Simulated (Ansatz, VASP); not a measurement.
## Mg: VASP beside Ansatz

```xyz
2
Lattice="3.2722 0.0000 0.0000 -1.6361 2.8338 0.0000 0.0000 0.0000 5.3125" Properties=species:S:1:pos:R:3 pbc="T T T"
Mg    1.6361    0.9446    3.9844
Mg    0.0000    1.8892    1.3281
```

Alike in both runs: task single point; functional PBE; dispersion D3(BJ); k mesh 10 × 10 × 5; occupations fermi-dirac, width 0.05 eV; no spin polarisation.

```csv
,VASP,Ansatz
version,VASP 6.6.1,Ansatz 0.2.0
potentials or method,"VASP PAW PBE potentials, release 64 (Mg)",Ansatz PAW
plane-wave cutoff (eV),520,420
valence electrons in the cell,4,20
```

Ansatz gave:

| Quantity | Value |
| --- | --- |
| gap on the k mesh at the Fermi level (eV) | none |
| pressure (GPa) | -3.8 |
| traceless stress, the component that is largest in VASP (GPa) | 0.83 |

Task: Estimate VASP's values.

Result: gap on the k mesh at the Fermi level (eV): none; pressure (GPa): -3.9; traceless stress, the component that is largest in VASP (GPa): 0.83.

A gap of «none» marks a metal or a gap that the smearing closes. VASP's potentials hold 4 valence electrons a cell and Ansatz's 20, so a difference there can come from the potentials and not from the codes.
